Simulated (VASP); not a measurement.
# Ge3N (Fm-3m) in VASP: a series of runs, part 2 of 2

VASP 6.6.1. The steps go on from the part before.

## 6. Relaxation of cell and atoms, PBE

INCAR

```
PREC = Accurate
ENCUT = 600
EDIFF = 1E-6
ISMEAR = 0
SIGMA = 0.1
LREAL = F
LASPH = T
NELM = 100
ALGO = Normal
ISIF = 3
LWAVE = F
LCHARG = F
GGA = PE
IBRION = 2
NSW = 100
EDIFFG = -0.01
```

KPOINTS

```
regular mesh
0
Gamma
  12 12 12
```

POSCAR

```
Ge3N
1.0
    0.0000000000      3.1404661760      3.1404661760
    3.1404661760      0.0000000000      3.1404661760
    3.1404661760      3.1404661760      0.0000000000
Ge N
3 1
Direct
    0.0000000000      0.0000000000      0.0000000000
    0.2500000000      0.2500000000      0.2500000000
    0.7500000000      0.7500000000      0.7500000000
    0.5000000000      0.5000000000      0.5000000000
```

Potentials or basis: VASP PAW PBE potentials, release 64 (Ge_d, N).

Started as:

```console
$ cat potpaw_PBE.64/Ge_d/POTCAR potpaw_PBE.64/N/POTCAR > POTCAR
$ mpirun -np 1 vasp_std > vasp.out
```

OUTCAR:

```text
PREC = Accurate
   ENCUT = 600
   EDIFF = 1E-6
   ISMEAR = 0
   LREAL = F
   LASPH = T
   NELM = 100
   ISIF = 3
   GGA = PE
   IBRION = 2
   NSW = 100
   EDIFFG = -0.01

 ion  position               nearest neighbor table
   1  0.000  0.000  0.000-   3 2.72   3 2.72   3 2.72   2 2.72   2 2.72   2 2.72   3 2.72   2 2.72

   2  0.250  0.250  0.250-   1 2.72   1 2.72   1 2.72   1 2.72
   3  0.750  0.750  0.750-   1 2.72   1 2.72   1 2.72   1 2.72
   4  0.500  0.500  0.500-

  LATTYP: Found a face centered cubic cell.
 ALAT       =     6.2809323520

  Lattice vectors:

 A1 = (   0.0000000000,   3.1404661760,   3.1404661760)
 A2 = (   3.1404661760,   0.0000000000,   3.1404661760)
 A3 = (   3.1404661760,   3.1404661760,   0.0000000000)

Analysis of symmetry for initial positions (statically):
=====================================================================
 Subroutine PRICEL returns:
 Original cell was already a primitive cell.

 Routine SETGRP: Setting up the symmetry group for a
 face centered cubic supercell.

 Subroutine GETGRP returns: Found 48 space group operations
 (whereof 48 operations were pure point group operations)
 out of a pool of 48 trial point group operations.

The static configuration has the point symmetry O_h .

Analysis of symmetry for dynamics (positions and initial velocities):
=====================================================================
 Subroutine PRICEL returns:
 Original cell was already a primitive cell.

 Routine SETGRP: Setting up the symmetry group for a
 face centered cubic supercell.
[... 180 lines left out ...]
 -----------------------------------------------------------------------------------
      0.00000      0.00000      0.00000        -0.000000     -0.000000     -0.000000
      1.57023      1.57023      1.57023         0.000000     -0.000000     -0.000000
      4.71070      4.71070      4.71070         0.000000      0.000000      0.000000
      3.14047      3.14047      3.14047        -0.000000     -0.000000     -0.000000
 -----------------------------------------------------------------------------------
    total drift:                                0.000000      0.000000      0.000000

  FREE ENERGIE OF THE ION-ELECTRON SYSTEM (eV)
  ---------------------------------------------------
  free  energy   TOTEN  =       -17.4205710881 eV

  energy  without entropy=      -17.4052548279  energy(sigma->0) =      -17.41291296

--------------------------------------- Ionic step        2  -------------------------------------------

 number of electron      46.9999970 magnetization

 Free energy of the ion-electron system (eV)
  ---------------------------------------------------
  ext. energy  EPLUGINS =         0.00000000
  ---------------------------------------------------
  free energy    TOTEN  =       -17.42071294 eV

  energy without entropy =      -17.40544315  energy(sigma->0) =      -17.41307805

 E-fermi :   6.5921     XC(G=0): -11.5763

 val. band max:        6.5913955732   @ k =   0.2500   0.0833   0.0000
 cond. band min:       6.5931571116   @ k =   0.3333   0.2500   0.0000
 fundamental gap:      0.0017615384
 Fermi energy:         6.5921163387

 k-point     1 :       0.0000    0.0000    0.0000
  band No.  band energies     occupation
      1     -18.2273      2.00000
      2     -18.2273      2.00000
      3     -18.1864      2.00000
      4     -18.1864      2.00000
      5     -18.1864      2.00000
      6     -18.1833      2.00000
[... 733 lines left out ...]
     27      10.2821      0.00000
     28      11.2168      0.00000

 [... further k-points ...]

------------------------ aborting loop because EDIFF is reached ----------------------------------------

  FORCE on cell =-STRESS in cart. coord.  units (eV):
  Direction    XX          YY          ZZ          XY          YZ          ZX
  --------------------------------------------------------------------------------------
  -------------------------------------------------------------------------------------
  Total       -0.0166685     -0.0166685     -0.0166685      0.0000000      0.0000000      0.0000000
  in kB       -0.4294576     -0.4294576     -0.4294576      0.0000000      0.0000000      0.0000000
  external PRESSURE =      -0.4294576 kB  Pullay stress =       0.0000000 kB

 VOLUME and BASIS-vectors are now :
 -----------------------------------------------------------------------------
  energy-cutoff  :      600.00
  volume of cell :       62.19
      direct lattice vectors                 reciprocal lattice vectors
    -0.000000000  3.144504046  3.144504046    -0.159007587  0.159007587  0.159007587
     3.144504046  0.000000000  3.144504046     0.159007587 -0.159007587  0.159007587
     3.144504046  3.144504046 -0.000000000     0.159007587  0.159007587 -0.159007587

 POSITION                                       TOTAL-FORCE (eV/Angst)
 -----------------------------------------------------------------------------------
      3.14450      6.28901      3.14450        -0.000000     -0.000000     -0.000000
      1.57225      1.57225      1.57225        -0.000000     -0.000000     -0.000000
      4.71676      4.71676      4.71676         0.000000      0.000000      0.000000
      3.14450      3.14450      3.14450        -0.000000     -0.000000     -0.000000
 -----------------------------------------------------------------------------------
    total drift:                                0.000000      0.000000      0.000000

  FREE ENERGIE OF THE ION-ELECTRON SYSTEM (eV)
  ---------------------------------------------------
  free  energy   TOTEN  =       -17.4207129419 eV

  energy  without entropy=      -17.4054431496  energy(sigma->0) =      -17.41307805

 reached required accuracy - stopping structural energy minimisation
```

OSZICAR:

```text
N       E                     dE             d eps       ncg     rms          rms(c)
DAV:   1     0.415236025735E+03    0.41524E+03   -0.25333E+04  4612   0.508E+03
DAV:   2     0.528083355846E+02   -0.36243E+03   -0.35321E+03  4032   0.853E+02
DAV:   3    -0.139609504692E+02   -0.66769E+02   -0.64002E+02  4540   0.217E+02
DAV:   4    -0.186840089633E+02   -0.47231E+01   -0.45172E+01  4860   0.585E+01
[... 16 lines left out ...]
DAV:   4    -0.174207676635E+02    0.10023E-02   -0.23097E-03  4884   0.402E-01    0.403E-02
DAV:   5    -0.174207147810E+02    0.52883E-04   -0.38432E-04  4488   0.293E-01    0.182E-02
DAV:   6    -0.174207144703E+02    0.31074E-06   -0.17017E-05  5196   0.996E-02    0.129E-02
DAV:   7    -0.174207133264E+02    0.11439E-05   -0.31397E-06  3600   0.216E-02    0.394E-03
DAV:   8    -0.174207129419E+02    0.38449E-06   -0.97923E-07  2092   0.258E-02
   2 F= -.17420713E+02 E0= -.17413078E+02  d E =-.141854E-03
```

CONTCAR:

```text
Ge3N
   1.00000000000000
    -0.0000000000000000    3.1445040457187563    3.1445040457187563
     3.1445040457187563    0.0000000000000000    3.1445040457187563
     3.1445040457187563    3.1445040457187563   -0.0000000000000000
  Ge              N
     3     1
Direct
     1.0000000000000000    0.0000000000000000    1.0000000000000000
     0.2500000000000000    0.2500000000000000    0.2500000000000000
     0.7500000000000000    0.7500000000000000    0.7500000000000000
     0.5000000000000000    0.5000000000000000    0.5000000000000000

  0.00000000E+00  0.00000000E+00  0.00000000E+00
  0.00000000E+00  0.00000000E+00  0.00000000E+00
  0.00000000E+00  0.00000000E+00  0.00000000E+00
  0.00000000E+00  0.00000000E+00  0.00000000E+00
```

Wall time 6.4 min (1 thread of Intel Xeon 8259CL, shared host); peak memory 0.3 GiB.

Results:

```
Free energy                           : -17.4207 eV
Relaxed volume                        : 15.55 Å³/atom
Relaxed cell                          : a = 4.447 Å, b = 4.447 Å, c = 4.447 Å, α = 60.00°, β = 60.00°, γ = 60.00°
Space group after relaxing (to 0.1 Å) : Fm-3m (No. 225)
Energy gained by relaxing             : 0.0 meV/atom
Ionic steps                           : 2
Pressure after relaxing               : 0.0 GPa
```

Step by step:
| step | energy change (eV) | largest force (eV/Å) | pressure (GPa) | volume (Å³) |
| --- | --- | --- | --- | --- |
| 1 | 0.0000 | 0.0000 | 0.28 | 61.95 |
| 2 | -0.0001 | 0.0000 | -0.04 | 62.19 |

Final structure:
```yaml
crystal:
  lattice:
    - [0.00000, 3.14450, 3.14450]
    - [3.14450, 0.00000, 3.14450]
    - [3.14450, 3.14450, 0.00000]
  atoms:
    - { symbol: Ge, position: [0.00000, 0.00000, 0.00000] }
    - { symbol: Ge, position: [0.25000, 0.25000, 0.25000] }
    - { symbol: Ge, position: [0.75000, 0.75000, 0.75000] }
    - { symbol: N, position: [0.50000, 0.50000, 0.50000] }
```

Caveat: the highest band is partly filled, so the run has too few bands.

## 7. Overview

```csv
task,cell,k mesh,cutoff (eV),gap on the mesh (eV),pressure (GPa),relaxed volume (Å³/atom)
single point,"a = 4.441 Å, angles 60.0°, 4 atoms",6 × 6 × 6,520,none,-0.2,-
relaxation of cell and atoms,"relaxed from a = 4.829 Å, angles 60.0°, 4 atoms",4 × 4 × 4,600,-,-0.2,15.35
relaxation of cell and atoms,"relaxed from a = 4.428 Å, angles 60.0°, 4 atoms",6 × 6 × 6,600,-,-0.1,15.48
single point,"a = 4.445 Å, angles 60.0°, 4 atoms",12 × 12 × 12,520,none,0.1,-
relaxation of cell and atoms,"relaxed from a = 4.441 Å, angles 60.0°, 4 atoms",12 × 12 × 12,600,-,0.0,15.55
```

Alike in all rows: level PBE; potentials or basis VASP PAW PBE potentials, release 64 (Ge_d, N); no spin polarisation; smearing gaussian 0.1 eV.

Caveats: some runs use coarse meshes; the highest band is partly filled, so the run has too few bands (at least some runs); the volume moved by over 15 % at a fixed basis, so the end points are rough (at least some runs).

Absolute energies hang on the potentials; compare differences alone.
